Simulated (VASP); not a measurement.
Crystal: NaF.

```xyz
2
Lattice="2.7935 0.0000 0.0000 0.0000 2.7935 0.0000 0.0000 0.0000 2.7935" Properties=species:S:1:pos:R:3 pbc="T T T"
Na    0.0000    0.0000    0.0000
F     1.3967    1.3967    1.3967
```

Program: VASP 6.6.1. Alike in all runs: task single point; potentials or basis VASP PAW PBE potentials, release 64 (Na_pv, F); no spin polarisation; cell as given; cutoff (eV) 520.

Task: Order these runs on this cell by their band gap on the k mesh, lowest first.
A. level PBE-based global hybrid with 10 % exact exchange; k mesh 4 × 4 × 4; smearing gaussian 0.01 eV; grid for exact exchange (PRECFOCK) Normal; share of exact exchange 0.1
B. level PBE; k mesh 6 × 6 × 6; smearing methfessel-paxton 0.001 eV
C. level PBE-based screened hybrid with 5 % exact exchange; k mesh 4 × 4 × 4; smearing gaussian 0.01 eV; grid for exact exchange (PRECFOCK) Normal; share of exact exchange 0.05; screening parameter 0.5 1/Å

Result: B (6.11 eV), C (6.39 eV), A (7.29 eV).

Caveats: some runs use coarse meshes.

A k mesh can miss the band edges.
